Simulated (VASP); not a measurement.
Write the native input for VASP 6.6.1 that does the following.

```yaml
Task: single point
Functional: PBE
Dispersion: D3(BJ)
Potentials_or_basis: VASP PAW PBE potentials, release 64 (S, C_h)
Cutoff: 910 eV
k_mesh: 1 × 1 × 1
Occupations: fermi-dirac, width 0.05 eV
Spin: no spin polarisation
Dipole_correction: no
Further_INCAR_settings: LREAL = Auto; ALGO = Normal; EDIFF = 1e-06; NBANDS = 101
```

The structure of CS2 lies in POSCAR:

```
CS2
1.0
   10.0000000000      0.0000000000      0.0000000000
    0.0000000000     10.0000000000      0.0000000000
    0.0000000000      0.0000000000     10.0000000000
S C
20 10
Direct
    0.2732603372      0.5666624090      0.9324580594
    0.1636293703      0.7103138152      0.6783532591
    0.7713270853      0.8532579903      0.6503958527
    1.0099701310      1.0485319901      0.6010593733
    0.8611314336      0.5023454250      1.0099451387
    0.8768043574      0.4047313007      0.7132344571
    0.5137192820     -0.1479127806     -0.0852837522
    0.6232680638      0.0569925302      0.1236034334
    0.6616736430      0.2290674004      0.4817931703
    0.9059598996      0.2641398168      0.2901152299
    0.2078505752      0.8785474553      0.1510279251
   -0.0598883334      0.8683826748     -0.0103417526
    0.5268971068      0.5808948505      0.5595068267
    0.5585412706      0.6699321150      0.2613152169
    0.4812385489      0.2517687347      0.8225329614
    0.2431104414      0.3308020225      0.6359614430
    0.3942672094     -0.0376074992      0.5171908697
    0.3066988223      0.1759436036      0.3064369544
    0.2004679931      0.5215450307      0.3003390266
   -0.0652631675      0.6671614908      0.3778100157
    0.2183602080      0.6389642733      0.8056935540
    0.8901955634      0.9516204059      0.6257413476
    0.8691110338      0.4535260309      0.8616241704
    0.5688835737     -0.0454801343      0.0191410326
    0.7836905061      0.2465559699      0.3859543528
    0.0737761093      0.8740858809      0.0709201186
    0.5428207827      0.6254469020      0.4105017967
    0.3616605958      0.2906303929      0.7292787105
    0.3509076677      0.0697126497      0.4122235874
    0.0670870893      0.5939642530      0.3387225206
```

The input as run:

INCAR

```
  PREC = Accurate
  ENCUT = 910
  EDIFF = 1E-6
  ISMEAR = -1
  SIGMA = 0.05
  LREAL = Auto
  LASPH = T
  NELM = 120
  ALGO = Normal
  ISIF = 2
  LWAVE = F
  LCHARG = T
  GGA = PE
  IVDW = 12
  LELF = T
  LVHAR = T
  NBANDS = 101
  GGA_COMPAT = F
```

KPOINTS

```
Automatic mesh
0
Gamma
  1 1 1
```

Potentials or basis: VASP PAW PBE potentials, release 64 (S, C_h).

Command:

```sh
$ cat potpaw_PBE.64/S/POTCAR potpaw_PBE.64/C_h/POTCAR > POTCAR
$ mpirun -np 1 vasp_gam > vasp.out
```

It gave:

The pressure is -0.9 GPa and the largest force is 0.463 eV/Å. The dispersion energy per atom is -0.122 eV.

Caveat: the k points lie up to 0.63 Å⁻¹ apart; the cutoff is under 1.25 times the usual one of these potentials, so pressure, stress and relaxed cells hold a basis-set (Pulay) error.

Run time: 4.1 min on 1 thread of Intel(R) Xeon(R) 6975P-C (Granite Rapids), with other jobs on the host, peak memory 1.5 GiB.
